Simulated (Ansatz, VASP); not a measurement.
# Two plane-wave programs on PbI2

The input INCAR:

```
SYSTEM = PbI2
PREC     = Accurate       ! precision mode
ENCUT    = 500            ! plane-wave cutoff, eV
EDIFF    = 1E-6           ! SCF threshold, eV
ISMEAR   = -1             ! smearing method
SIGMA    = 0.02           ! smearing width, eV
LREAL    = .FALSE.        ! projectors in reciprocal space
LASPH    = .TRUE.         ! aspherical terms in the spheres
NELM     = 120            ! most SCF steps
ALGO     = Normal         ! electronic algorithm
ISIF     = 2              ! what is computed and relaxed
LWAVE    = .FALSE.        ! write WAVECAR
LCHARG   = .FALSE.        ! write CHGCAR
GGA      = PE             ! functional
NBANDS   = 21             ! bands
GGA_COMPAT= .FALSE.
```

KPOINTS

```
Automatic mesh
0
G
  6 6 4
  0 0 0
```

The input POSCAR:

```
PbI2
1.0
    4.7405933601      0.0000000000      0.0000000000
   -2.3702966801      4.1054742788      0.0000000000
    0.0000000000      0.0000000000      7.0410821077
Pb I
1 2
Direct
    0.0000000000      0.0000000000      0.0000000000
    0.3333333333      0.6666666667      0.2549731332
    0.6666666667      0.3333333333      0.7450268668
```

Input for Ansatz:

```yaml
crystal:
  lattice:
    - [4.7405933601, 0.0, 0.0]
    - [-2.3702966801, 4.1054742788, 0.0]
    - [0.0, 0.0, 7.0410821077]
  atoms:
    - { symbol: Pb, position: [0.0, 0.0, 0.0] }
    - { symbol: I, position: [0.3333333333, 0.6666666667, 0.2549731332] }
    - { symbol: I, position: [0.6666666667, 0.3333333333, 0.7450268668] }
kpoints:
  mp_grid: { grid: [6, 6, 4] }
  band_path:
    path:
      - [0.0, 0.0, 0.0]
      - [0.5, 0.0, 0.0]
      - [0.3333333333, 0.3333333333, 0.0]
      - [0.0, 0.0, 0.5]
      - [0.5, 0.0, 0.5]
      - [0.3333333333, 0.3333333333, 0.5]
    npoints: 1
hamiltonian:
  xc: pbe
scf:
  occupations: { method: fermi_dirac, width: 0.02 }
  n_extra_bands: 4
output:
  forces: true
  stress: true
  eigenvalues: true
  write_density: true
  write_potential: true
  elf: true
  volumetric_format: npy
```

Change from the starting cell: biaxial_xy strain +3.8%.

Alike in both runs: task single point; functional PBE; k mesh 6 × 6 × 4; occupations fermi-dirac, width 0.02 eV; no spin polarisation.

|  | VASP | Ansatz |
| --- | --- | --- |
| version | VASP 6.6.1 | Ansatz 0.2.0 |
| potentials or method | VASP PAW PBE potentials, release 64 (Pb_d, I) | plane waves, PAW |
| plane-wave cutoff (eV) | 500 | 420 |
| valence electrons in the cell | 28 | 48 |

Ansatz gave:

| Property | Result |
| --- | --- |
| gap on the k mesh at the Fermi level (eV) | 2.17 |
| pressure (GPa) | 0.2 |
| traceless stress, the component that is largest in VASP (GPa) | 0.40 |
| rms of the force components (eV/Å) | 0.017 |

Which values does VASP return?

gap on the k mesh at the Fermi level (eV): 2.17; pressure (GPa): 0.2; traceless stress, the component that is largest in VASP (GPa): 0.40; rms of the force components (eV/Å): 0.016.

Atom by atom the forces differ by 0.000 eV/Å (rms over components). VASP's potentials hold 28 valence electrons a cell and Ansatz's 48, so a difference there can come from the potentials and not from the codes.

Neither program's run includes spin-orbit coupling.
